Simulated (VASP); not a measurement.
# Cd2B2N (I4/mmm) in VASP: single point with r2SCAN

Aim: the single point of Cd2B2N with r2SCAN.

All numbers are computed with VASP 6.6.1; they aren't measurements. Logs are shortened: lines on timing, memory, paths and dates and some standing lists are left out, and cuts for length are marked.

## Step 1: The cell of the first run

Symmetry: I4/mmm, No. 139, tetragonal system. The conventional cell has a = 3.695 Å, b = 3.695 Å, c = 9.868 Å, α = 90.00°, β = 90.00°, γ = 90.00°. Within 3.0 Å of B (site symmetry 4mm) lie 4 Cd at 2.24 Å and 1 B at 2.41 Å and 4 N at 2.88 Å. Cd (site symmetry -4m2) has 4 B at 2.24 Å and 4 Cd at 2.61 Å and 4 N at 3.08 Å within 3.1 Å. N (site symmetry 4/mmm) has 10 B at 2.88 to 3.73 Å and 8 Cd at 3.08 Å and 4 N at 3.70 Å within 3.8 Å.

## Step 2: Single point, r2SCAN

Contents of POSCAR:

```
Cd2B2N
1.0
    0.0000000000      3.6952970000      0.0000000000
    3.6952970000      0.0000000000      0.0000000000
    1.8476480000      1.8476480000     -4.9342460000
B Cd N
2 2 1
Direct
    0.3780000000      0.3780000000      0.2440000000
    0.6220000000      0.6220000000      0.7560000000
    0.7500000000      0.2500000000      0.5000000000
    0.2500000000      0.7500000000      0.5000000000
    0.0000000000      0.0000000000      0.0000000000
```

Contents of INCAR.step1:

```
SYSTEM = Cd2B2N
PREC     = Accurate       ! precision mode
ENCUT    = 770            ! plane-wave cutoff, eV
ISMEAR   = 1              ! smearing method
SIGMA    = 0.025          ! smearing width, eV
LREAL    = .FALSE.        ! projectors in reciprocal space
LASPH    = .TRUE.         ! aspherical terms in the spheres
NELM     = 120            ! most SCF steps
NBANDS   = 34             ! bands
GGA      = PE             ! functional
ALGO     = Normal         ! electronic algorithm
EDIFF    = 1E-5           ! SCF threshold, eV
LWAVE    = .TRUE.         ! write WAVECAR
LCHARG   = .FALSE.        ! write CHGCAR
GGA_COMPAT= .FALSE.
```

Contents of INCAR.step2:

```
SYSTEM = Cd2B2N
PREC     = Accurate       ! precision mode
ENCUT    = 770            ! plane-wave cutoff, eV
EDIFF    = 1E-6           ! SCF threshold, eV
ISMEAR   = 1              ! smearing method
SIGMA    = 0.025          ! smearing width, eV
LREAL    = .FALSE.        ! projectors in reciprocal space
LASPH    = .TRUE.         ! aspherical terms in the spheres
NELM     = 120            ! most SCF steps
ALGO     = Normal         ! electronic algorithm
ISIF     = 2              ! what is computed and relaxed
LWAVE    = .FALSE.        ! write WAVECAR
LCHARG   = .FALSE.        ! write CHGCAR
METAGGA  = R2SCAN         ! meta-GGA
LMIXTAU  = .TRUE.       
NBANDS   = 34             ! bands
ISTART   = 1            
GGA_COMPAT= .FALSE.
```

Contents of KPOINTS:

```
regular mesh
0
G
  5 5 5
  0 0 0
```

Potentials or basis: VASP PAW PBE potentials, release 64 (B, Cd_sv_GW, N).

Launch:

```
$ cat potpaw_PBE.64/B/POTCAR potpaw_PBE.64/Cd_sv_GW/POTCAR potpaw_PBE.64/N/POTCAR > POTCAR
$ cp INCAR.step1 INCAR
$ mpirun -np 1 vasp_std > vasp.out
$ cp INCAR.step2 INCAR
$ mpirun -np 1 vasp_std > vasp.out
```

OUTCAR:

```text
SYSTEM = Cd2B2N
   PREC = Accurate
   ENCUT = 770
   EDIFF = 1E-6
   ISMEAR = 1
   LREAL = .FALSE.
   LASPH = .TRUE.
   NELM = 120
   ISIF = 2
   METAGGA = R2SCAN
   ISTART = 1

 ion  position               nearest neighbor table
   1  0.378  0.378  0.244-   3 2.24   4 2.24   4 2.24   3 2.24
   2  0.622  0.622  0.756-   3 2.24   4 2.24   4 2.24   3 2.24
   3  0.750  0.250  0.500-   1 2.24   2 2.24   1 2.24   2 2.24   4 2.61   4 2.61   4 2.61   4 2.61

   4  0.250  0.750  0.500-   1 2.24   2 2.24   1 2.24   2 2.24   3 2.61   3 2.61   3 2.61   3 2.61

   5  0.000  0.000  0.000-

  LATTYP: Found a body centered tetragonal cell.
 ALAT       =     3.6952970000
 C/A-ratio  =     2.6705544913

  Lattice vectors:

 A1 = (  -1.8476480000,   1.8476490000,   4.9342460000)
 A2 = (   1.8476490000,  -1.8476480000,   4.9342460000)
 A3 = (   1.8476480000,   1.8476480000,  -4.9342460000)

Analysis of symmetry for initial positions (statically):
=====================================================================
 Subroutine PRICEL returns:
 Original cell was already a primitive cell.

 Routine SETGRP: Setting up the symmetry group for a
 body centered tetragonal supercell.

 Subroutine GETGRP returns: Found 16 space group operations
 (whereof 16 operations were pure point group operations)
 out of a pool of 16 trial point group operations.

The static configuration has the point symmetry D_4h.

Analysis of symmetry for dynamics (positions and initial velocities):
=====================================================================
 Subroutine PRICEL returns:
 Original cell was already a primitive cell.

 Routine SETGRP: Setting up the symmetry group for a
 body centered tetragonal supercell.

 Subroutine GETGRP returns: Found 16 space group operations
 (whereof 16 operations were pure point group operations)
 out of a pool of 16 trial point group operations.

The dynamic configuration has the point symmetry D_4h.

 Subroutine INISYM returns: Found 16 space group operations
 (whereof 16 operations are pure point group operations),
 and found     1 'primitive' translations

----------------------------------------------------------------------------------------

                                     Primitive cell

  volume of cell :      67.3782

[... 86 lines left out ...]
   NELM   =    120;   NELMIN=  2; NELMDL=  0     # of ELM steps
   EDIFF  = 0.1E-05   stopping-criterion for ELM
   LREAL  =      F    real-space projection
   EDIFFG = 0.1E-04   stopping-criterion for IOM
   NSW    =      0    number of steps for IOM
   IBRION =     -1    ionic relax: 0-MD 1-quasi-New 2-CG
   NFREE  =      0    steps in history (QN), initial steepest desc. (CG)
   ISIF   =      2    stress and relaxation
   ISYM   =      2    0-nonsym 1-usesym 2-fastsym
   POTIM  = 0.5000    time-step for ionic-motion
   TEBEG  =    0.0;   TEEND  =   0.0 temperature during run
   PSTRESS=    0.0 pullay stress
   NELECT =      51.0000    total number of electrons
   NUPDOWN=      -1.0000    fix difference up-down
   EMIN   =  10.00;   EMAX   =-10.00  energy-range for DOS
   EFERMI =   0.00;   METHOD = LEGACY
   ISMEAR =     1;   SIGMA  =   0.03  broadening in eV -4-tet -1-fermi 0-gaus
   EFERMI_NEDOS =   21; number of points for ismear=-14 and -15
   IALGO  =     38    algorithm
   IMIX   =      4    mixing-type and parameters
     AMIX     =   0.40;   BMIX     =  1.00
     AMIX_MAG =   1.60;   BMIX_MAG =  1.00
  volume/ion in A,a.u.               =      13.48        90.94
  Fermi-wavevector in a.u.,A,eV,Ry     =   1.491964  2.819403 30.285984  2.225957
  Thomas-Fermi vector in A             =   2.604552
   LORBIT       =      0    0 simple, 1 ext, 2 COOP (PROOUT), +10 PAW based schemes
   METAGGA = R2SCAN    functional components
   LHFCALC =     F    Hartree Fock is set to
   AEXX    =    0.0000 exact exchange contribution
   IVDW    =     0    specifies the selected vdW correction
   LEPSILON=     F    determine dielectric tensor
   LRPA    =     F    only Hartree local field effects (RPA)
 non-spin polarized calculation
 Methfessel and Paxton  Order N= 1 SIGMA  =   0.03
  energy-cutoff  :      770.00
  volume of cell :       67.38
 maximum number of plane-waves:      3294
 NGX is ok and might be reduce to    36
   NGX = 17   NGY = 17   NGZ = 25

 number of electron      50.9999993 magnetization

 Free energy of the ion-electron system (eV)
  ---------------------------------------------------
  ext. energy  EPLUGINS =         0.00000000
  ---------------------------------------------------
  free energy    TOTEN  =       -51.59954894 eV

  energy without entropy =      -51.59876743  energy(sigma->0) =      -51.59928844

 E-fermi :   5.4657     XC(G=0): -12.1259

 val. band max:        5.4549422860   @ k =   0.2000   0.0000  -0.0000
 cond. band min:       5.4664681132   @ k =   0.0000   0.0000   0.2000
 fundamental gap:      0.0115258272
 Fermi energy:         5.4656853005

 k-point     1 :       0.0000    0.0000    0.0000
  band No.  band energies     occupation
      1    -101.1702      2.00000
      2    -101.1381      2.00000
      3     -61.4265      2.00000
      4     -61.4265      2.00000
      5     -61.2575      2.00000
      6     -61.2575      2.00000
[... 655 lines left out ...]
     33      13.6286      0.00000
     34      14.4015      0.00000

------------------------ aborting loop because EDIFF is reached ----------------------------------------

  FORCE on cell =-STRESS in cart. coord.  units (eV):
  Direction    XX          YY          ZZ          XY          YZ          ZX
  --------------------------------------------------------------------------------------
  -------------------------------------------------------------------------------------
  Total       12.7515732     12.7515732     -5.2708766     -0.0000000     -0.0000005     -0.0000005
  in kB      303.2179134    303.2179134   -125.3354530     -0.0000000     -0.0000127     -0.0000127
  external PRESSURE =     160.3667913 kB  Pullay stress =       0.0000000 kB

 VOLUME and BASIS-vectors are now :
 -----------------------------------------------------------------------------
  energy-cutoff  :      770.00
  volume of cell :       67.38
      direct lattice vectors                 reciprocal lattice vectors
     0.000000000  3.695297000  0.000000000     0.000000000  0.270614243  0.101332577
     3.695297000  0.000000000  0.000000000     0.270614243  0.000000000  0.101332577
     1.847648000  1.847648000 -4.934246000     0.000000000  0.000000000 -0.202665210

 POSITION                                       TOTAL-FORCE (eV/Angst)
 -----------------------------------------------------------------------------------
      1.84765      1.84765     -1.20396         0.000000      0.000000      4.772734
      3.69530      3.69530     -3.73029        -0.000000     -0.000000     -4.772734
      1.84765      3.69530     -2.46712         0.000000     -0.000000      0.000000
      3.69530      1.84765     -2.46712        -0.000000      0.000000      0.000000
      0.00000      0.00000      0.00000         0.000000     -0.000000      0.000000
 -----------------------------------------------------------------------------------
    total drift:                                0.000000      0.000000      0.000000

  FREE ENERGIE OF THE ION-ELECTRON SYSTEM (eV)
  ---------------------------------------------------
  free  energy   TOTEN  =       -51.5995489375 eV

  energy  without entropy=      -51.5987674336  energy(sigma->0) =      -51.59928844
```

OSZICAR.step1:

```text
N       E                     dE             d eps       ncg     rms          rms(c)
DAV:   1     0.133846652560E+04    0.13385E+04   -0.34848E+04  1256   0.256E+03
DAV:   2     0.137009676055E+03   -0.12015E+04   -0.11209E+04  1224   0.870E+02
DAV:   3    -0.483635066904E+01   -0.14185E+03   -0.13740E+03  1964   0.366E+02
DAV:   4    -0.127833497642E+02   -0.79470E+01   -0.78395E+01  1800   0.115E+02
DAV:   5    -0.133246447047E+02   -0.54129E+00   -0.54083E+00  2024   0.264E+01    0.497E+01
DAV:   6    -0.157594254522E+02   -0.24348E+01   -0.34975E+01  1928   0.652E+01    0.595E+01
DAV:   7    -0.114625873274E+02    0.42968E+01   -0.95322E+00  1928   0.170E+01    0.431E+01
DAV:   8    -0.111538749662E+02    0.30871E+00   -0.36116E+00  1760   0.247E+01    0.271E+00
DAV:   9    -0.110791157907E+02    0.74759E-01   -0.22791E-01  1792   0.998E+00    0.147E+00
DAV:  10    -0.110714703373E+02    0.76455E-02   -0.22897E-02  1840   0.141E+00    0.113E+00
DAV:  11    -0.110644394652E+02    0.70309E-02   -0.37734E-02  1368   0.171E+00    0.524E-01
DAV:  12    -0.110632211984E+02    0.12183E-02   -0.92368E-03  1702   0.693E-01    0.397E-01
DAV:  13    -0.110630637502E+02    0.15745E-03   -0.54054E-04  1744   0.323E-01    0.141E-01
DAV:  14    -0.110630453180E+02    0.18432E-04   -0.21299E-04  1336   0.100E-01    0.439E-02
DAV:  15    -0.110630370122E+02    0.83057E-05   -0.41040E-05  1320   0.461E-02
   1 F= -.11063037E+02 E0= -.11062861E+02  d E =-.528505E-03
```

Run time: 9.4 min. Hardware: 1 thread of AMD EPYC 7R43 (Zen 3), shared host; peak memory 0.28 GiB.

What came out:

```
Free energy            : -51.5995 eV
Pressure               : 16.0 GPa
Largest force          : 4.773 eV/Å
Band gap on the k mesh : zero (an odd number of electrons rules out a gap without spin polarisation)
```

Forces on the atoms (eV/Å):
```
B    0.000  0.000  4.773
B    0.000  0.000 -4.773
Cd   0.000  0.000  0.000
Cd   0.000  0.000  0.000
N    0.000  0.000  0.000
```

Stress tensor (GPa, compression positive):
```
 30.32   0.00   0.00
  0.00  30.32   0.00
  0.00   0.00 -12.53
```

Caveat: the k points lie up to 0.36 Å⁻¹ apart, too coarse for converged energies and pressures of a metal; the PAW data sets were made with another functional, which shifts forces and pressure a little; an odd number of electrons without spin polarisation forces a metal; a magnetic or distorted state may lie lower.
